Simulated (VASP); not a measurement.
Ni:

```
Ni
1.0
     0.00000    1.72321    1.72321
     1.72321    0.00000    1.72321
     1.72321    1.72321    0.00000
Ni
1
Direct
  0.00000 0.00000 0.00000
```

Base run:

```yaml
Program: VASP 6.6.1
Functional: PBE
Potentials_or_basis: VASP PAW PBE potentials, release 64 (Ni)
Cutoff: 520 eV
k_mesh: 24 × 24 × 24
Occupations: gaussian, width 0.15 eV
Spin: collinear spin, ferromagnetic start
Starting_moments: "[0.25] μB"
Fixed_moment: 0.25 μB
```

Its results: pressure 13.2 GPa; site moments Ni +0.25 μB.

Question: The run is repeated on the same cell with these changes: fixed moment from 0.25 μB to 1 μB; moments at the start from [0.25] to [1.0]. What comes out?

Answer: Pressure 18.3 GPa; site moments Ni +0.99 μB.

Caveats: the total moment is fixed, so each spin has its own Fermi level.
